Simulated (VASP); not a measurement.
Input of a VASP 6.6.1 run:

INCAR

```
PREC = Accurate
ENCUT = 600
EDIFF = 1E-6
ISMEAR = -1
SIGMA = 0.08
LREAL = False
LASPH = True
NELM = 80
ALGO = Normal
ISIF = 3
LWAVE = False
LCHARG = False
GGA = CA
IBRION = 2
NSW = 100
EDIFFG = -0.002
PSTRESS = 20.0
```

KPOINTS

```
regular mesh
0
Gamma
  24 24 24
```

Contents of POSCAR:

```
Mo
1.0
   -1.5558285367      1.5558285367      1.5558285367
    1.5558285367     -1.5558285367      1.5558285367
    1.5558285367      1.5558285367     -1.5558285367
Mo
1
Direct
    0.0000000000      0.0000000000      0.0000000000
```

Potentials or basis: VASP PAW LDA potentials, release 64 (Mo_sv).

Launch:

```bash
$ cat potpaw_LDA.64/Mo_sv/POTCAR > POTCAR
$ mpirun -np 1 vasp_std > vasp.out
```

(1) What does it give for the band gap on the k mesh?

(2) Predict the relaxed cell.

Results:

(1) zero (band 7 reaches 17.36 eV, above the bottom of band 8 at 11.67 eV).

(2) a = 2.692 Å, b = 2.692 Å, c = 2.692 Å, α = 109.47°, β = 109.47°, γ = 109.47°.

Caveat: the cell is relaxed towards a set pressure, so the enthalpy falls and the energy may rise.
